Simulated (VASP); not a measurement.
A run of VASP 6.6.1:

The input INCAR:

```
SYSTEM = CdSe
PREC = Accurate
ENCUT = 520
EDIFF = 1E-6
ISMEAR = -1
SIGMA = 0.05
LREAL = .FALSE.
LASPH = .TRUE.
NELM = 60
ALGO = Normal
ISIF = 2
LWAVE = .FALSE.
LCHARG = .FALSE.
GGA = PS
IVDW = 12
NBANDS = 26
```

KPOINTS

```
regular mesh
0
G
  7 7 4
  0 0 0
```

POSCAR

```
CdSe
1.0
    4.2552399070      0.0000000000      0.0000000000
   -2.1276199535      3.6851458586      0.0000000000
    0.0000000000      0.0000000000      6.9506283386
Cd Se
2 2
Direct
    0.6666666667      0.3333333333      0.5048048623
    0.3333333333      0.6666666667      0.0048048623
    0.6666666667      0.3333333333      0.8801951377
    0.3333333333      0.6666666667      0.3801951377
```

Potentials or basis: VASP PAW PBE potentials, release 64 (Cd, Se).

Run with:

```sh
$ cat potpaw_PBE.64/Cd/POTCAR potpaw_PBE.64/Se/POTCAR > POTCAR
$ mpirun -np 1 vasp_std > vasp.out
```

Hardware: 1 thread of Intel(R) Xeon(R) 6975P-C (Granite Rapids) (shared host).

How long does it take, and how much memory?

Wall time 24 s on 1 thread of Intel(R) Xeon(R) 6975P-C (Granite Rapids), on a shared host, peak memory 0.26 GiB. Counts: scf iterations 14, k points 24.
